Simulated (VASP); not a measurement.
Write the native input for VASP 6.6.1 that does the following.

| Item | Value |
| --- | --- |
| Task | single point |
| Functional | PBE |
| Potentials or basis | VASP PAW PBE potentials, release 64 (Al, As) |
| Cutoff | 500 eV |
| k mesh | 8 × 8 × 8 |
| Occupations | gaussian, width 0.01 eV |
| Spin | no spin polarisation |
| Dipole correction | no |
| Further INCAR settings | ALGO = Normal; EDIFF = 1e-06; NBANDS = 11 |

The structure of AlAs lies in POSCAR:

```
AlAs
1.0
    0.0000000000      2.8389246378      2.8389246378
    2.8389246378      0.0000000000      2.8389246378
    2.8389246378      2.8389246378      0.0000000000
Al As
1 1
Direct
    0.0000000000      0.0000000000      0.0000000000
    0.2500000000      0.2500000000      0.2500000000
```

These files were run (other wordings do the same):

INCAR

```
ALGO = Normal
EDIFF = 1E-6
ENCUT = 500
GGA = PE
GGA_COMPAT = F
ISIF = 2
ISMEAR = 0
LASPH = T
LCHARG = F
LREAL = F
LWAVE = F
NBANDS = 11
NELM = 120
PREC = Accurate
SIGMA = 0.01
```

KPOINTS

```
k-points
0
Gamma
  8 8 8
```

Potentials or basis: VASP PAW PBE potentials, release 64 (Al, As).

The run is started by

```sh
$ cat potpaw_PBE.64/Al/POTCAR potpaw_PBE.64/As/POTCAR > POTCAR
$ mpirun -np 1 vasp_std > vasp.out
```

Results of the run:

* Pressure: 2.1 GPa
* Band gap on the k mesh: 1.45 eV, indirect (least direct gap 1.99 eV)

It took 18 s on 1 thread of Intel(R) Xeon(R) Platinum 8488C (Sapphire Rapids), with other jobs on the host, peak memory 0.17 GiB.
